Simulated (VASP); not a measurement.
Here is a VASP 6.6.1 calculation.

File INCAR:

```
PREC = Accurate
ENCUT = 600
EDIFF = 1E-6
ISMEAR = 0
SIGMA = 0.1
LREAL = False
LASPH = True
NELM = 80
ALGO = Normal
ISIF = 4
LWAVE = False
LCHARG = False
GGA = PE
IBRION = 2
NSW = 50
EDIFFG = -0.01
```

Contents of KPOINTS:

```
Automatic mesh
0
Gamma
  10 4 6
```

POSCAR

```
Si3B
1.0
    3.2104078234      0.0000000000      0.0000000000
    0.0000000000      6.9663473497      0.0000000000
    0.0000000000      0.0000000000      5.0879607389
Si B
6 2
Direct
    0.5000000000      0.7338326594      0.1623223745
    0.5000000000      0.2661673406      0.1623223745
    0.0000000000      0.7661673406      0.8376776255
    0.0000000000      0.2338326594      0.8376776255
    0.0000000000      0.5000000000      0.5757046098
    0.5000000000      0.0000000000      0.4242953902
    0.5000000000      0.5000000000      0.3609442310
    0.0000000000      0.0000000000      0.6390557690
```

Potentials or basis: VASP PAW PBE potentials, release 64 (Si, B).

The run is started by

```console
$ cat potpaw_PBE.64/Si/POTCAR potpaw_PBE.64/B/POTCAR > POTCAR
$ mpirun -np 1 vasp_std > vasp.out
```

**Question.** Predict the band gap on the k mesh.

**Answer.** Zero (bands 15 and 16 overlap by 4.72 eV).

Stress tensor (GPa, compression positive):
```
17.06  0.00  0.00
 0.00 17.07  0.00
 0.00  0.00 17.15
```
